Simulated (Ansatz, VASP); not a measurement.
Pt in VASP and in Ansatz

```
Pt
1.0
     2.76067    0.00000    0.00000
    -1.38033    2.39081    0.00000
     0.00000    0.00000    4.79213
Pt
2
Direct
  0.33333 0.66667 0.25000
  0.66667 0.33333 0.75000
```

Alike in both runs: functional PBEsol; k mesh 8 × 8 × 4; occupations fermi-dirac, width 0.05 eV; no spin polarisation.

|  | VASP | Ansatz |
| --- | --- | --- |
| version | VASP 6.6.1 | Ansatz 0.2.0 |
| potentials or method | VASP PAW PBE potentials, release 64 (Pt), cutoff 520 eV | all-electron LAPW, scalar-relativistic |
| task | single point | band structure |

Ansatz gave:

```
gap on the k mesh at the Fermi level (eV)                     : none
pressure (GPa)                                                : -10.5
traceless stress, the component that is largest in VASP (GPa) : -1.98
```

Task: Estimate VASP's values.

Result: gap on the k mesh at the Fermi level (eV): none; pressure (GPa): -10.8; traceless stress, the component that is largest in VASP (GPa): -2.14.

VASP's potentials were made for PBE, not for PBEsol. A gap of «none» marks a metal or a gap that the smearing closes. Ansatz ran all-electron here, and VASP with PAW potentials.

Neither program's run includes spin-orbit coupling. Noted on Ansatz's run: the k mesh is thin for a metal, which can move the energy by tens of meV per atom.
